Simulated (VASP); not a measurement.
SiC: single point with PBE+D3(BJ)

The system is SiC, a slab with vacuum.

```
CELL_PARAMETERS angstrom
6.15000 0.00000 0.00000
-3.07500 5.32606 0.00000
0.00000 0.00000 21.64914
ATOMIC_POSITIONS crystal
C 0.50000 0.00000 0.36953
C 0.50000 0.50000 0.36953
C 0.00000 0.00000 0.36953
C 0.00000 0.50000 0.36953
C 0.66667 0.83333 0.48550
C 0.66667 0.33333 0.48550
C 0.16667 0.83333 0.48550
C 0.16667 0.33333 0.48550
C 0.83333 0.66667 0.60327
C 0.83333 0.16667 0.60327
C 0.33333 0.66667 0.60327
C 0.33333 0.16667 0.60327
Si 0.16667 0.83333 0.39852
Si 0.16667 0.33333 0.39852
Si 0.66667 0.83333 0.39852
Si 0.66667 0.33333 0.39852
Si 0.33333 0.66667 0.51239
Si 0.33333 0.16667 0.51239
Si 0.83333 0.66667 0.51239
Si 0.83333 0.16667 0.51239
Si 0.50000 0.50000 0.62719
Si 0.50000 0.00000 0.62719
Si 0.00000 0.50000 0.62719
Si 0.00000 0.00000 0.62719
```

| Quantity | Value |
| --- | --- |
| Program | VASP 6.6.1 |
| Task | single point |
| Functional | PBE |
| Dispersion | D3(BJ) |
| Potentials or basis | VASP PAW PBE potentials, release 64 (C, Si) |
| Cutoff | 520 eV |
| k mesh | 3 × 3 × 1 |
| Occupations | gaussian, width 0.05 eV |
| Spin | no spin polarisation |

The largest force is 3.237 eV/Å. The band gap on the k mesh is zero (filled and empty bands touch). The dispersion energy per atom is -0.231 eV.

Forces on the atoms (eV/Å):
```
C    0.000  0.000  2.179
C    0.000  0.000  2.179
C    0.000  0.000  2.179
C    0.000  0.000  2.179
C    0.000  0.000  1.059
C    0.000  0.000  1.059
C    0.000  0.000  1.059
C    0.000  0.000  1.059
C    0.000  0.000  0.022
C    0.000  0.000  0.022
C    0.000  0.000  0.022
C    0.000  0.000  0.022
Si   0.000  0.000 -3.237
Si   0.000  0.000 -3.237
Si   0.000  0.000 -3.237
Si   0.000  0.000 -3.237
Si   0.000  0.000 -0.001
Si   0.000  0.000 -0.001
Si   0.000  0.000 -0.001
Si   0.000  0.000 -0.001
Si   0.000  0.000 -0.022
Si   0.000  0.000 -0.022
Si   0.000  0.000 -0.022
Si   0.000  0.000 -0.022
```

Levels at points of the mesh, in eV from the Fermi level:
```tsv
k point	band 44	band 45	band 46	band 47	band 48	band 49	band 50	band 51	band 52	band 53
(0.00, 0.00, 0.00)	-0.27	-0.27	-0.27	-0.03	-0.03	-0.03	0.08	0.08	0.47	1.53
```

Run time: 6.4 min on 1 thread of AMD EPYC 9R45 96-Core Processor (Zen 5) (shared host), peak memory 0.7 GiB.

Caveat: the k points lie up to 0.39 Å⁻¹ apart.
